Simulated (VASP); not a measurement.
A run of VASP 6.6.1:

The input INCAR:

```
PREC = Accurate
ENCUT = 520
EDIFF = 1E-6
ISMEAR = -1
SIGMA = 0.1
LREAL = F
LASPH = T
NELM = 60
ALGO = Normal
ISIF = 2
LWAVE = F
LCHARG = F
GGA = RP
NBANDS = 12
```

Contents of KPOINTS:

```
Automatic mesh
0
Gamma
  12 12 12
```

The input POSCAR:

```
Tl
1.0
    0.0000000000      2.6254327307      2.6254327307
    2.6254327307      0.0000000000      2.6254327307
    2.6254327307      2.6254327307      0.0000000000
Tl
1
Direct
    0.0000000000      0.0000000000      0.0000000000
```

Potentials or basis: VASP PAW PBE potentials, release 64 (Tl_d).

Command:

```bash
$ cat potpaw_PBE.64/Tl_d/POTCAR > POTCAR
$ mpirun -np 1 vasp_std > vasp.out
```

Hardware: 1 thread of Intel Xeon 8259CL, with other jobs on the host.

Task: How long does it take, and how much memory?

Result: It took 27 s on 1 thread of Intel Xeon 8259CL, on a shared host, peak memory 0.17 GiB. Counts: scf iterations 11, k points 72.
